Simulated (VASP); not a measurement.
# Ga: relaxation of cell and atoms with PBE

Crystal: Ga.

```
Ga
1.0
    -1.74064    1.74064    1.74064
     1.74064   -1.74064    1.74064
     1.74064    1.74064   -1.74064
Ga
1
Direct
  0.00000 0.00000 0.00000
```

* Program: VASP 6.6.1
* Task: relaxation of cell and atoms
* Functional: PBE
* Potentials or basis: VASP PAW PBE potentials, release 64 (Ga_d)
* Cutoff: 600 eV
* k mesh: 16 × 16 × 16
* Occupations: gaussian, width 0.1 eV
* Spin: no spin polarisation
* Dipole correction: no
* Further INCAR settings: ALGO = Normal; EDIFF = 1e-06; IBRION = 2; EDIFFG = -0.01; NSW = 100; ISIF = 3

| Quantity | Value |
| --- | --- |
| Relaxed volume | 19.22 Å³/atom |
| Relaxed cell | a = 2.923 Å, b = 2.923 Å, c = 2.923 Å, α = 109.47°, β = 109.47°, γ = 109.47° |
| Space group after relaxing (to 0.05 Å) | Im-3m (No. 229) |
| Energy gained by relaxing | 20.4 meV/atom |
| Ionic steps | 4 |
| Pressure after relaxing | 0.0 GPa |

The path:
```csv
step,energy change (eV),largest force (eV/Å),pressure (GPa),volume (Å³)
1,0.0000,0.0000,-3.32,21.10
2,-0.0184,0.0000,-1.21,19.79
3,-0.0202,0.0000,0.25,19.11
4,-0.0204,0.0000,-0.04,19.22
```

Final structure:
```yaml
crystal:
  lattice:
    - [-1.68738, 1.68738, 1.68738]
    - [1.68738, -1.68738, 1.68738]
    - [1.68738, 1.68738, -1.68738]
  atoms:
    - { symbol: Ga, position: [0.00000, 0.00000, 0.00000] }
```

Levels at points of the mesh, in eV from the Fermi level:
```csv
k point,band 3,band 4,band 5,band 6,band 7,band 8,band 9,band 10
"(0.00, 0.00, 0.00)",-14.93,-14.75,-14.75,-10.91,12.33,12.33,12.33,16.98
"(0.50, 0.00, 0.00)",-14.76,-14.75,-14.64,-4.49,-3.66,6.91,8.93,11.34
"(0.50, 0.50, 0.50)",-14.66,-14.66,-14.66,1.29,1.60,1.60,1.60,5.73
```

Run time: 37 s on 1 thread of Intel(R) Xeon(R) Platinum 8259CL CPU @ 2.50GHz (Skylake/Cascade Lake), on a shared host, peak memory 0.17 GiB.
